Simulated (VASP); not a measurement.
The system is GaN.

```xyz
4
Lattice="3.1832 0.0000 0.0000 -1.5916 2.7567 0.0000 0.0000 0.0000 5.1836" Properties=species:S:1:pos:R:3 pbc="T T T"
Ga    0.0000    1.8378   -0.0046
Ga    1.5916    0.9189    2.5872
N     0.0000    1.8378    1.9485
N     1.5916    0.9189    4.5403
```

Program: VASP 6.6.1. Alike in all runs: task single point; potentials or basis VASP PAW PBE potentials, release 64 (Ga_d, N); no spin polarisation; cell as given; cutoff (eV) 520. Hardware: 1 thread of Intel(R) Xeon(R) Platinum 8488C (Sapphire Rapids), on a shared host.

Question: Order these runs on this cell by their wall time, lowest first.
A. level r2SCAN; k mesh 12 × 12 × 4; smearing fermi-dirac 0.02 eV
B. level PBE; k mesh 6 × 6 × 4; smearing gaussian 0.01 eV
C. level PBE; k mesh 12 × 12 × 6; smearing fermi-dirac 0.02 eV

Answer: B (14 s), C (57 s), A (160 s).
